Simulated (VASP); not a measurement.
# SiBBr: relaxation of cell and atoms with PBE

The system is SiBBr.

```
Si B Br
1.0
     4.21752    0.00000    0.00000
    -2.10876    3.65248    0.00000
     0.00000    0.00000    7.17844
Si B Br
2 2 2
Cartesian
  0.0000 0.0000 1.8713
  0.0000 0.0000 5.4605
  2.1088 1.2175 7.0700
  0.0000 2.4350 3.4808
  0.0000 2.4350 0.3361
  2.1088 1.2175 3.9253
```

| Property | Result |
| --- | --- |
| Program | VASP 6.6.1 |
| Task | relaxation of cell and atoms |
| Functional | PBE |
| Potentials or basis | VASP PAW PBE potentials, release 64 (Si, B, Br) |
| Cutoff | 600 eV |
| k mesh | 6 × 6 × 4 |
| Occupations | gaussian, width 0.1 eV |
| Spin | no spin polarisation |
| Dipole correction | no |
| Further INCAR settings | ALGO = Normal; EDIFF = 1e-07; IBRION = 2; EDIFFG = -0.04; NSW = 90; ISIF = 3 |

```json
{"Relaxed volume": "17.95 Å³/atom", "Relaxed cell": "a = 3.523 Å, b = 3.523 Å, c = 10.016 Å, α = 90.00°, β = 90.00°, γ = 120.00°", "Space group after relaxing (to 0.05 Å)": "P6_3mc (No. 186)", "Energy gained by relaxing": "1597.5 meV/atom", "Ionic steps": "40", "Pressure after relaxing": "-0.2 GPa", "Largest force after relaxing": "0.027 eV/Å", "Band gap on the k mesh": "zero (band 14 reaches 4.61 eV, above the bottom of band 15 at 4.52 eV)"}
```

Forces in eV/Å, atoms in the order of the input:
```
Si   0.000  0.000 -0.027
Si   0.000  0.000 -0.027
B    0.000  0.000  0.014
B    0.000  0.000  0.014
Br   0.000  0.000  0.013
Br   0.000  0.000  0.013
```

Stress tensor (GPa, compression positive):
```
-0.26  0.00  0.00
 0.00 -0.26  0.00
 0.00  0.00  0.02
```

Step by step:
```csv
step,energy change (eV),largest force (eV/Å),pressure (GPa),volume (Å³)
1,0.0000,0.4154,-1.65,110.58
2,-0.0611,0.4893,-0.81,107.57
3,-0.1428,0.6516,2.81,98.83
4,-0.1727,0.6699,3.12,98.34
5,-0.2574,0.7023,4.16,96.87
6,-0.4091,0.7780,6.43,93.96
7,-0.5409,0.9708,13.74,88.30
8,-0.5708,0.9841,13.94,88.29
9,-0.6597,1.0215,14.55,88.27
10,-0.8356,1.1298,15.72,88.22
11,-1.1720,1.1974,17.88,88.12
12,-1.0421,1.3243,22.72,87.92
13,-1.3114,1.1032,18.96,88.06
14,-1.3380,0.8589,20.01,88.01
15,-1.6889,0.7085,16.76,91.21
16,-1.9021,2.2041,10.55,101.29
17,-1.9675,1.5112,11.80,98.24
18,-2.3260,1.2206,8.16,101.50
19,-2.8750,1.4566,0.90,111.18
20,-2.9074,1.5314,-5.46,131.97
21,-2.9956,1.6433,-3.95,124.36
22,-3.4856,1.7077,-4.53,125.22
23,-5.2997,1.8098,-7.04,126.60
24,-8.1405,1.1874,-8.95,124.40
25,-8.6517,1.0534,1.67,107.71
26,-8.7165,1.0750,-1.58,111.40
27,-8.9876,1.0855,-0.41,107.83
28,-9.2426,0.5691,6.29,97.19
29,-9.2858,0.9951,2.97,101.10
30,-9.2982,0.9054,3.91,99.82
31,-9.4602,0.2556,1.56,102.51
32,-9.4664,0.0725,1.16,103.12
33,-9.5506,0.2058,-0.19,105.30
34,-9.5552,0.2786,-0.57,106.02
35,-9.5553,0.2687,-0.52,105.92
36,-9.5664,0.1878,0.25,105.35
37,-9.5694,0.1372,0.92,104.87
38,-9.5777,0.0887,0.64,105.64
39,-9.5821,0.0831,0.27,106.77
40,-9.5851,0.0271,-0.16,107.67
```

Final structure:
```
CELL_PARAMETERS angstrom
3.52323 0.00000 0.00000
-1.76162 3.05121 0.00000
0.00000 0.00000 10.01577
ATOMIC_POSITIONS crystal
Si 0.00000 0.00000 0.35338
Si 0.00000 0.00000 0.85338
B 0.66667 0.33333 0.82849
B 0.33333 0.66667 0.32849
Br 0.33333 0.66667 0.11053
Br 0.66667 0.33333 0.61053
```

Levels at points of the mesh, in eV from the Fermi level:
| k point | band 10 | band 11 | band 12 | band 13 | band 14 | band 15 | band 16 | band 17 | band 18 |
| --- | --- | --- | --- | --- | --- | --- | --- | --- | --- |
| (0.00, 0.00, 0.00) | -1.89 | -1.08 | -0.01 | -0.01 | 0.01 | 0.01 | 2.43 | 3.62 | 3.72 |
| (0.50, 0.00, 0.00) | -3.34 | -3.22 | -2.76 | -1.69 | -0.67 | 0.78 | 1.77 | 2.27 | 2.66 |
| (0.00, 0.00, 0.50) | -1.91 | 0.00 | 0.00 | 0.00 | 0.00 | 0.95 | 0.95 | 3.60 | 3.60 |
| (0.50, 0.00, 0.50) | -3.15 | -3.12 | -3.12 | -1.13 | -1.13 | 0.81 | 0.81 | 2.36 | 2.36 |

Run time: 9.8 min on 1 thread of Intel(R) Xeon(R) 6975P-C (Granite Rapids) (shared host), peak memory 0.32 GiB.
